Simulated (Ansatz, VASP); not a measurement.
## TePb: VASP beside Ansatz

Contents of INCAR:

```
SYSTEM = TePb
PREC     = Accurate       ! precision mode
ENCUT    = 520            ! plane-wave cutoff, eV
EDIFF    = 1E-7           ! SCF threshold, eV
ISMEAR   = -1             ! smearing method
SIGMA    = 0.08           ! smearing width, eV
LREAL    = .False.        ! projectors in reciprocal space
LASPH    = .True.         ! aspherical terms in the spheres
NELM     = 100            ! most SCF steps
ALGO     = Normal         ! electronic algorithm
ISIF     = 2              ! what is computed and relaxed
LWAVE    = .False.        ! write WAVECAR
LCHARG   = .True.         ! write CHGCAR
GGA      = PE             ! functional
LELF     = .True.         ! ELF
LVHAR    = .True.       
NBANDS   = 28             ! bands
```

File KPOINTS:

```
Automatic mesh
0
Gamma
  8 8 5
  0 0 0
```

File POSCAR:

```
TePb
1.0
    4.4186376181      0.0000000000      0.0000000000
   -2.2093188091      3.8266524274      0.0000000000
    0.0000000000      0.0000000000      7.8815860359
Pb Te
2 2
Direct
    0.0000000000      0.0000000000      0.0000000000
    0.0000000000      0.0000000000      0.5000000000
    0.3333333333      0.6666666667      0.2500000000
    0.6666666667      0.3333333333      0.7500000000
```

Input for Ansatz:

```yaml
crystal:
  lattice:
    - [4.4186376181, 0.0, 0.0]
    - [-2.2093188091, 3.8266524274, 0.0]
    - [0.0, 0.0, 7.8815860359]
  atoms:
    - { symbol: Pb, position: [0.0, 0.0, 0.0] }
    - { symbol: Pb, position: [0.0, 0.0, 0.5] }
    - { symbol: Te, position: [0.3333333333, 0.6666666667, 0.25] }
    - { symbol: Te, position: [0.6666666667, 0.3333333333, 0.75] }
kpoints:
  mp_grid: { grid: [8, 8, 5] }
scf:
  occupations: { method: fermi_dirac, width: 0.08 }
hamiltonian:
  xc: pbe
  pseudopotentials: { kind: all_electron, lapw: { basis_error: 0.0005 } }
output:
  forces: true
  stress: true
  eigenvalues: true
  populations: true
```

Alike in both runs: task single point; functional PBE; k mesh 8 × 8 × 5; occupations fermi-dirac, width 0.08 eV; no spin polarisation.

|  | VASP | Ansatz |
| --- | --- | --- |
| version | VASP 6.6.1 | Ansatz 0.2.0 |
| potentials or method | VASP PAW PBE potentials, release 64 (Pb_d, Te), cutoff 520 eV | all-electron LAPW, scalar-relativistic |

|  | VASP | Ansatz | Ansatz less VASP |
| --- | --- | --- | --- |
| pressure (GPa) | 3.3 | 3.3 | +0.05 |

Ansatz ran all-electron here, and VASP with PAW potentials.

Spin-orbit coupling is off throughout.
